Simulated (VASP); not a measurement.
# BN (P4_2/mnm) in VASP: notebook, part 2 of 2

VASP 6.6.1.

## (3) Single point, PBEsol

This run uses another cell than the first one, of the same volume but with other edges.

The input, INCAR:

```
PREC = Accurate
ENCUT = 520
EDIFF = 1E-6
ISMEAR = 0
SIGMA = 0.05
LREAL = F
LASPH = T
NELM = 80
ALGO = Normal
ISIF = 2
LWAVE = F
LCHARG = F
GGA = PS
NBANDS = 26
```

The input, KPOINTS:

```
regular mesh
0
Gamma
  6 6 10
```

The input, POSCAR:

```
BN
1.0
    4.2663000000      0.0000000000      0.0000000000
    0.0000000000      4.2663000000      0.0000000000
    0.0000000000      0.0000000000      2.6903000000
B N
4 4
Direct
    0.1741337327      0.8258662673      0.5000000000
    0.3258662673      0.3258662673      0.0000000000
    0.6741337327      0.6741337327      0.0000000000
    0.8258662673      0.1741337327      0.5000000000
    0.8123909516      0.8123909516      0.5000000000
    0.3123909516      0.6876090484      0.0000000000
    0.6876090484      0.3123909516      0.0000000000
    0.1876090484      0.1876090484      0.5000000000
```

Potentials or basis: VASP PAW PBE potentials, release 64 (B, N).

The run is started by

```
> cat potpaw_PBE.64/B/POTCAR potpaw_PBE.64/N/POTCAR > POTCAR
> mpirun -np 1 vasp_std > vasp.out
```

OUTCAR:

```text
PREC = Accurate
   ENCUT = 520
   EDIFF = 1E-6
   ISMEAR = 0
   LREAL = F
   LASPH = T
   NELM = 80
   ISIF = 2
   GGA = PS

 ion  position               nearest neighbor table
   1  0.174  0.826  0.500-   5 1.54   8 1.54   6 1.58   6 1.58   4 2.10
   2  0.326  0.326  0.000-   6 1.54   7 1.54   8 1.58   8 1.58   3 2.10
   3  0.674  0.674  0.000-   6 1.54   7 1.54   5 1.58   5 1.58   2 2.10
   4  0.826  0.174  0.500-   5 1.54   8 1.54   7 1.58   7 1.58   1 2.10
   5  0.812  0.812  0.500-   1 1.54   4 1.54   3 1.58   3 1.58
[... 914 lines left out ...]
  Total        7.8125044      7.8125044    -14.0188902      0.0000000      0.0000000      0.0000000
  in kB      255.6214921    255.6214921   -458.6915320      0.0000000      0.0000000      0.0000000
  external PRESSURE =      17.5171507 kB  Pullay stress =       0.0000000 kB

 VOLUME and BASIS-vectors are now :
 -----------------------------------------------------------------------------
  energy-cutoff  :      520.00
  volume of cell :       48.97
      direct lattice vectors                 reciprocal lattice vectors
     4.266300000  0.000000000  0.000000000     0.234395143  0.000000000  0.000000000
     0.000000000  4.266300000  0.000000000     0.000000000  0.234395143  0.000000000
     0.000000000  0.000000000  2.690300000     0.000000000  0.000000000  0.371705758

 POSITION                                       TOTAL-FORCE (eV/Angst)
 -----------------------------------------------------------------------------------
      0.74291      3.52339      1.34515         0.281162     -0.281162      0.000000
      1.39024      1.39024      0.00000        -0.281162     -0.281162      0.000000
      2.87606      2.87606      0.00000         0.281162      0.281162      0.000000
      3.52339      0.74291      1.34515        -0.281162      0.281162      0.000000
      3.46590      3.46590      1.34515        -0.762157     -0.762157      0.000000
      1.33275      2.93355      0.00000        -0.762157      0.762157     -0.000000
      2.93355      1.33275      0.00000         0.762157     -0.762157      0.000000
      0.80040      0.80040      1.34515         0.762157      0.762157     -0.000000
 -----------------------------------------------------------------------------------
    total drift:                                0.000000     -0.000000     -0.000000

  FREE ENERGIE OF THE ION-ELECTRON SYSTEM (eV)
  ---------------------------------------------------
  free  energy   TOTEN  =       -71.8230283675 eV

  energy  without entropy=      -71.8230283675  energy(sigma->0) =      -71.82302837
```

OSZICAR:

```text
N       E                     dE             d eps       ncg     rms          rms(c)
DAV:   1     0.105935766820E+03    0.10594E+03   -0.16808E+04  3120   0.120E+03
DAV:   2    -0.695859204057E+02   -0.17552E+03   -0.16492E+03  4162   0.279E+02
DAV:   3    -0.760186391433E+02   -0.64327E+01   -0.63948E+01  4270   0.501E+01
DAV:   4    -0.760631376134E+02   -0.44498E-01   -0.44447E-01  3838   0.440E+00
DAV:   5    -0.760636460317E+02   -0.50842E-03   -0.50808E-03  4186   0.445E-01    0.135E+01
DAV:   6    -0.722473011124E+02    0.38163E+01   -0.83286E+00  3866   0.168E+01    0.637E+00
DAV:   7    -0.719060918589E+02    0.34121E+00   -0.64759E-01  3812   0.491E+00    0.383E+00
DAV:   8    -0.718255891341E+02    0.80503E-01   -0.14189E-01  3688   0.230E+00    0.364E-01
DAV:   9    -0.718227934695E+02    0.27957E-02   -0.11045E-02  3946   0.723E-01    0.188E-01
DAV:  10    -0.718230101956E+02   -0.21673E-03   -0.79822E-04  3890   0.186E-01    0.467E-02
DAV:  11    -0.718230245640E+02   -0.14368E-04   -0.13929E-04  3914   0.752E-02    0.205E-02
DAV:  12    -0.718230279474E+02   -0.33834E-05   -0.13643E-05  3958   0.262E-02    0.536E-03
DAV:  13    -0.718230283675E+02   -0.42006E-06   -0.18987E-06  2562   0.990E-03
   1 F= -.71823028E+02 E0= -.71823028E+02  d E =-.497127E-12
```

stdout:

```text
POSCAR found type information on POSCAR B N
 POSCAR found :  2 types and       8 ions
 scaLAPACK will be used
 -----------------------------------------------------------------------------
|                                                                             |
|                                                                             |
|     You enforced a specific xc type in the INCAR file but a different       |
|     I HOPE YOU KNOW WHAT YOU ARE DOING!                                     |
|                                                                             |
 -----------------------------------------------------------------------------

 LDA part: xc-table for (Slater+PW92), standard interpolation
 POSCAR, INCAR and KPOINTS ok, starting setup
 FFT: planning ... GRIDC
 FFT: planning ... GRID_SOFT
 FFT: planning ... GRID
 WAVECAR not read
 entering main loop
```

Run time: 31 s. Hardware: 1 thread of AMD EPYC 9R45 (Zen 5), shared host; peak memory 0.15 GiB.

What came out:

```yaml
Free_energy: -71.8230 eV
Pressure: 1.8 GPa
Largest_force: 1.078 eV/Å
Band_gap_on_the_k_mesh: 4.48 eV (least direct gap 4.72 eV)
```

Forces in eV/Å, atoms in the order of the input:
```
B    0.281 -0.281  0.000
B   -0.281 -0.281  0.000
B    0.281  0.281  0.000
B   -0.281  0.281  0.000
N   -0.762 -0.762  0.000
N   -0.762  0.762  0.000
N    0.762 -0.762  0.000
N    0.762  0.762  0.000
```

Stress tensor (GPa, compression positive):
```
 25.56   0.00   0.00
  0.00  25.56   0.00
  0.00   0.00 -45.87
```

Caveat: the stress differs along the axes, from -46 to 26 GPa; the PAW data sets were made with another functional, which shifts forces and pressure a little. A k mesh can miss the band edges.

## (4) Single point, PBEsol

This run uses another cell than the first one, of 6.13 Å³/atom.

The input, INCAR:

```
SYSTEM = BN
  PREC = Accurate
  ENCUT = 520
  EDIFF = 1E-6
  ISMEAR = 0
  SIGMA = 0.05
  LREAL = .False.
  LASPH = .True.
  NELM = 60
  ALGO = Normal
  ISIF = 2
  LWAVE = .False.
  LCHARG = .True.
  GGA = PS
  LELF = .True.
  LVHAR = .True.
  NBANDS = 26
```

The input, KPOINTS:

```
Automatic mesh
0
Gamma
  6 6 10
  0 0 0
```

Changes to POSCAR since step 3:

```diff
@@ -2,5 +2,5 @@
 1.0
-    4.2663000000      0.0000000000      0.0000000000
-    0.0000000000      4.2663000000      0.0000000000
-    0.0000000000      0.0000000000      2.6903000000
+    4.3323000000      0.0000000000      0.0000000000
+    0.0000000000      4.3323000000      0.0000000000
+    0.0000000000      0.0000000000      2.6142000000
 B N
```

Potentials or basis: VASP PAW PBE potentials, release 64 (B, N).

The run is started by

```
> cat potpaw_PBE.64/B/POTCAR potpaw_PBE.64/N/POTCAR > POTCAR
> mpirun -np 1 vasp_std > vasp.out
```

OUTCAR:

```text
SYSTEM = BN
   PREC = Accurate
   ENCUT = 520
   EDIFF = 1E-6
   ISMEAR = 0
   LREAL = .False.
   LASPH = .True.
   NELM = 60
   ISIF = 2
   GGA = PS

 ion  position               nearest neighbor table
   1  0.174  0.826  0.500-   6 1.56   6 1.56   8 1.57   5 1.57   4 2.13
   2  0.326  0.326  0.000-   8 1.56   8 1.56   6 1.57   7 1.57   3 2.13
   3  0.674  0.674  0.000-   5 1.56   5 1.56   7 1.57   6 1.57   2 2.13
   4  0.826  0.174  0.500-   7 1.56   7 1.56   8 1.57   5 1.57   1 2.13
   5  0.812  0.812  0.500-   3 1.56   3 1.56   4 1.57   1 1.57
   6  0.312  0.688  0.000-   1 1.56   1 1.56   3 1.57   2 1.57
   7  0.688  0.312  0.000-   4 1.56   4 1.56   2 1.57   3 1.57
   8  0.188  0.188  0.500-   2 1.56   2 1.56   4 1.57   1 1.57

  LATTYP: Found a simple tetragonal cell.
 ALAT       =     4.3323000000
 C/A-ratio  =     0.6034208157

  Lattice vectors:

 A1 = (   4.3323000000,   0.0000000000,   0.0000000000)
 A2 = (   0.0000000000,   4.3323000000,   0.0000000000)
 A3 = (   0.0000000000,   0.0000000000,   2.6142000000)

Analysis of symmetry for initial positions (statically):
=====================================================================
 Subroutine PRICEL returns:
 Original cell was already a primitive cell.

 Routine SETGRP: Setting up the symmetry group for a
 simple tetragonal supercell.

 Subroutine GETGRP returns: Found 16 space group operations
 (whereof  8 operations were pure point group operations)
 out of a pool of 16 trial point group operations.

The static configuration has the point symmetry D_2h.
 The point group associated with its full space group is D_4h.

Analysis of symmetry for dynamics (positions and initial velocities):
=====================================================================
 Subroutine PRICEL returns:
 Original cell was already a primitive cell.

 Routine SETGRP: Setting up the symmetry group for a
 simple tetragonal supercell.

 Subroutine GETGRP returns: Found 16 space group operations
 (whereof  8 operations were pure point group operations)
 out of a pool of 16 trial point group operations.

The dynamic configuration has the point symmetry D_2h.
 The point group associated with its full space group is D_4h.

 Subroutine INISYM returns: Found 16 space group operations
 (whereof  8 operations are pure point group operations),
 and found     1 'primitive' translations

----------------------------------------------------------------------------------------

                                     Primitive cell

  volume of cell :      49.0655

  direct lattice vectors                    reciprocal lattice vectors
     4.332300000  0.000000000  0.000000000     0.230824273  0.000000000  0.000000000
     0.000000000  4.332300000  0.000000000     0.000000000  0.230824273  0.000000000
     0.000000000  0.000000000  2.614200000     0.000000000  0.000000000  0.382526203

  length of vectors
     4.332300000  4.332300000  2.614200000     0.230824273  0.230824273  0.382526203

  position of ions in fractional coordinates (direct lattice)
     0.174133733  0.825866267  0.500000000
[... 47 lines left out ...]
  0.000000  0.000000  0.000000      1.000000
  0.166667  0.000000  0.000000      4.000000
  0.333333  0.000000  0.000000      4.000000
  0.500000  0.000000  0.000000      2.000000
  0.166667  0.166667  0.000000      4.000000
  0.333333  0.166667  0.000000      8.000000
[... 16 lines left out ...]
  0.333333  0.000000  0.200000      8.000000
  0.500000  0.000000  0.200000      4.000000
 [... further k-points ...]
   k-points           NKPTS =     60   k-points in BZ     NKDIM =     60   number of bands    NBANDS=     26
   number of dos      NEDOS =    301   number of ions     NIONS =      8
   total plane-waves  NPLWV =  20480
   dimension x,y,z NGX =    32 NGY =   32 NGZ =   20
   dimension x,y,z NGXF=    64 NGYF=   64 NGZF=   40
   ions per type =               4   4
   NGX,Y,Z   is equivalent  to a cutoff of  12.28, 12.28, 12.72 a.u.
   NGXF,Y,Z  is equivalent  to a cutoff of  24.56, 24.56, 25.44 a.u.
 SYSTEM =  BN
   PREC   = accura    normal or accurate (medium, high low for compatibility)
   ISTART =      0    job   : 0-new  1-cont  2-samecut
   ICHARG =      2    charge: 1-file 2-atom 10-const
   ISPIN  =      1    spin polarized calculation?
   LNONCOLLINEAR =      F non collinear calculations
   LSORBIT =      F    spin-orbit coupling
   LASPH  =      T    aspherical Exc in radial PAW
   ENCUT  =  520.0 eV  38.22 Ry    6.18 a.u.   8.06  8.06  4.86*2*pi/ulx,y,z
   NELM   =     60;   NELMIN=  2; NELMDL= -5     # of ELM steps
   EDIFF  = 0.1E-05   stopping-criterion for ELM
   LREAL  =      F    real-space projection
   EDIFFG = 0.1E-04   stopping-criterion for IOM
   NSW    =      0    number of steps for IOM
   IBRION =     -1    ionic relax: 0-MD 1-quasi-New 2-CG
   NFREE  =      0    steps in history (QN), initial steepest desc. (CG)
   ISIF   =      2    stress and relaxation
   ISYM   =      2    0-nonsym 1-usesym 2-fastsym
   POTIM  = 0.5000    time-step for ionic-motion
   TEBEG  =    0.0;   TEEND  =   0.0 temperature during run
   PSTRESS=    0.0 pullay stress
   NELECT =      32.0000    total number of electrons
   NUPDOWN=      -1.0000    fix difference up-down
   EMIN   =  10.00;   EMAX   =-10.00  energy-range for DOS
   EFERMI =   0.00;   METHOD = LEGACY
   ISMEAR =     0;   SIGMA  =   0.05  broadening in eV -4-tet -1-fermi 0-gaus
   EFERMI_NEDOS =   21; number of points for ismear=-14 and -15
   IALGO  =     38    algorithm
   IMIX   =      4    mixing-type and parameters
     AMIX     =   0.40;   BMIX     =  1.00
     AMIX_MAG =   1.60;   BMIX_MAG =  1.00
  volume/ion in A,a.u.               =       6.13        41.39
  Fermi-wavevector in a.u.,A,eV,Ry     =   1.419710  2.682862 27.423570  2.015576
  Thomas-Fermi vector in A             =   2.540702
   LORBIT       =      0    0 simple, 1 ext, 2 COOP (PROOUT), +10 PAW based schemes
   GGA     = PS    functional components
   LHFCALC =     F    Hartree Fock is set to
   AEXX    =    0.0000 exact exchange contribution
   IVDW    =     0    specifies the selected vdW correction
   LEPSILON=     F    determine dielectric tensor
   LRPA    =     F    only Hartree local field effects (RPA)
 non-spin polarized calculation
 Gauss-broadening in eV      SIGMA  =   0.05
  energy-cutoff  :      520.00
  volume of cell :       49.07
 maximum number of plane-waves:      1344
   NGX = 17   NGY = 17   NGZ =  9

 number of electron      31.9999999 magnetization

 Free energy of the ion-electron system (eV)
  ---------------------------------------------------
  ext. energy  EPLUGINS =         0.00000000
  ---------------------------------------------------
  free energy    TOTEN  =       -72.31280675 eV

  energy without entropy =      -72.31280675  energy(sigma->0) =      -72.31280675

 E-fermi :   7.3657     XC(G=0): -12.7388

 val. band max:        7.0913663704   @ k =   0.0000   0.0000   0.0000
 cond. band min:      11.6197878238   @ k =   0.0000   0.0000   0.3000
 fundamental gap:      4.5284214533
 Fermi energy:         7.3657142191

 k-point     1 :       0.0000    0.0000    0.0000
  band No.  band energies     occupation
      1     -13.2485      2.00000
      2      -8.9247      2.00000
      3      -8.8814      2.00000
      4      -8.8814      2.00000
      5      -2.4990      2.00000
      6      -2.3900      2.00000
[... 685 lines left out ...]
     25      19.2693      0.00000
     26      19.5790      0.00000

 [... further k-points ...]

------------------------ aborting loop because EDIFF is reached ----------------------------------------

  FORCE on cell =-STRESS in cart. coord.  units (eV):
  Direction    XX          YY          ZZ          XY          YZ          ZX
  --------------------------------------------------------------------------------------
  -------------------------------------------------------------------------------------
  Total        3.8680171      3.8680171     -7.4855455      0.0000000      0.0000000      0.0000000
  in kB      126.3057461    126.3057461   -244.4320667      0.0000000      0.0000000      0.0000000
  external PRESSURE =       2.7264752 kB  Pullay stress =       0.0000000 kB

 VOLUME and BASIS-vectors are now :
 -----------------------------------------------------------------------------
  energy-cutoff  :      520.00
  volume of cell :       49.07
      direct lattice vectors                 reciprocal lattice vectors
     4.332300000  0.000000000  0.000000000     0.230824273  0.000000000  0.000000000
     0.000000000  4.332300000  0.000000000     0.000000000  0.230824273  0.000000000
     0.000000000  0.000000000  2.614200000     0.000000000  0.000000000  0.382526203

 POSITION                                       TOTAL-FORCE (eV/Angst)
 -----------------------------------------------------------------------------------
      0.75440      3.57790      1.30710         0.125556     -0.125556      0.000000
      1.41175      1.41175      0.00000        -0.125556     -0.125556      0.000000
      2.92055      2.92055      0.00000         0.125556      0.125556     -0.000000
      3.57790      0.75440      1.30710        -0.125556      0.125556     -0.000000
      3.51952      3.51952      1.30710        -0.354869     -0.354869      0.000000
      1.35337      2.97893      0.00000        -0.354869      0.354869      0.000000
      2.97893      1.35337      0.00000         0.354869     -0.354869      0.000000
      0.81278      0.81278      1.30710         0.354869      0.354869      0.000000
 -----------------------------------------------------------------------------------
    total drift:                                0.000000     -0.000000     -0.000000

  FREE ENERGIE OF THE ION-ELECTRON SYSTEM (eV)
  ---------------------------------------------------
  free  energy   TOTEN  =       -72.3128067454 eV

  energy  without entropy=      -72.3128067454  energy(sigma->0) =      -72.31280675
```

Wall time 31 s (1 thread of AMD EPYC 9R45 (Zen 5), shared host); peak memory 0.15 GiB.

What came out:

* Free energy: -72.3128 eV
* Pressure: 0.3 GPa
* Largest force: 0.502 eV/Å
* Band gap on the k mesh: 4.53 eV (least direct gap 5.59 eV)

Forces in eV/Å, atoms in the order of the input:
```
B    0.126 -0.126  0.000
B   -0.126 -0.126  0.000
B    0.126  0.126  0.000
B   -0.126  0.126  0.000
N   -0.355 -0.355  0.000
N   -0.355  0.355  0.000
N    0.355 -0.355  0.000
N    0.355  0.355  0.000
```

Stress tensor (GPa, compression positive):
```
 12.63   0.00   0.00
  0.00  12.63   0.00
  0.00   0.00 -24.44
```

Levels at points of the mesh, in eV from the valence-band top:
```
           k point  band 12  band 13  band 14  band 15  band 16  band 17  band 18  band 19  band 20  band 21
(0.00, 0.00, 0.00)    -2.73    -0.65    -0.56     0.00     0.00     5.81     6.73     8.49     8.82     8.82
(0.50, 0.00, 0.00)    -3.31    -1.77    -1.77    -1.39    -1.39     6.94     6.94     8.27     8.27     9.43
(0.50, 0.50, 0.00)    -3.67    -2.95    -2.95    -2.46    -2.46     7.39     7.39     7.44     7.44     8.13
(0.00, 0.00, 0.50)    -5.44    -4.27    -4.27    -3.58    -3.58     6.27     6.27    10.45    10.45    11.71
(0.50, 0.00, 0.50)    -4.83    -3.87    -3.87    -2.11    -2.11     6.82     6.82     8.82     8.82     9.48
(0.50, 0.50, 0.50)    -3.52    -3.26    -3.26    -2.53    -2.53     6.18     6.18     7.17     7.17     8.43
```

Caveat: the stress differs along the axes, from -24 to 13 GPa; the PAW data sets were made with another functional, which shifts forces and pressure a little.

## (5) Overview

```csv
cell,gap on the mesh (eV),pressure (GPa),largest force (eV/Å)
"a = 4.530, b = 4.530, c = 2.386 Å, 8 atoms",4.40,7.6,0.84
"a = 4.266, b = 4.266, c = 2.690 Å, 8 atoms",4.48,1.8,1.08
"a = 4.332, b = 4.332, c = 2.614 Å, 8 atoms",4.53,0.3,0.50
```

Alike in all rows: task single point; level PBEsol; potentials or basis VASP PAW PBE potentials, release 64 (B, N); no spin polarisation; k mesh 6 × 6 × 10; cutoff (eV) 520; smearing gaussian 0.05 eV.

Caveats: the PAW data sets were made with another functional, which shifts forces and pressure a little; the stress differs along the axes, from -21 to 64 GPa (at least some runs); the stress differs along the axes, from -46 to 26 GPa (at least some runs); the stress differs along the axes, from -24 to 13 GPa (at least some runs).

Absolute energies hang on the potentials; compare differences alone.
